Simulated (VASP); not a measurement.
Input of a VASP 6.6.1 run:

INCAR

```
ALGO     = Normal         # electronic algorithm
EDIFF    = 1E-6           # SCF threshold, eV
ENCUT    = 600            # plane-wave cutoff, eV
GGA      = PE             # functional
GGA_COMPAT= False        
ISIF     = 2              # what is computed and relaxed
ISMEAR   = 0              # smearing method
LASPH    = True           # aspherical terms in the spheres
LCHARG   = False          # write CHGCAR
LREAL    = False          # projectors in reciprocal space
LWAVE    = False          # write WAVECAR
NBANDS   = 15             # bands
NELM     = 120            # most SCF steps
PREC     = Accurate       # precision mode
SIGMA    = 0.01           # smearing width, eV
```

The input KPOINTS:

```
k-points
0
Gamma
  6 6 6
```

File POSCAR:

```
BaO
1.0
    0.0000000000      2.7719428465      2.7719428465
    2.7719428465      0.0000000000      2.7719428465
    2.7719428465      2.7719428465      0.0000000000
Ba O
1 1
Direct
    0.0000000000      0.0000000000      0.0000000000
    0.5000000000      0.5000000000      0.5000000000
```

Potentials or basis: VASP PAW PBE potentials, release 64 (Ba_sv, O).

Command:

```sh
$ cat potpaw_PBE.64/Ba_sv/POTCAR potpaw_PBE.64/O/POTCAR > POTCAR
$ mpirun -np 1 vasp_std > vasp.out
```

(1) What does it give for the band gap on the k mesh?

(2) Predict the pressure.

## Answers

(1) 1.98 eV, direct.

(2) 2.8 GPa.

Caveat: spin-orbit coupling is left out, which moves the levels of the heavy elements.
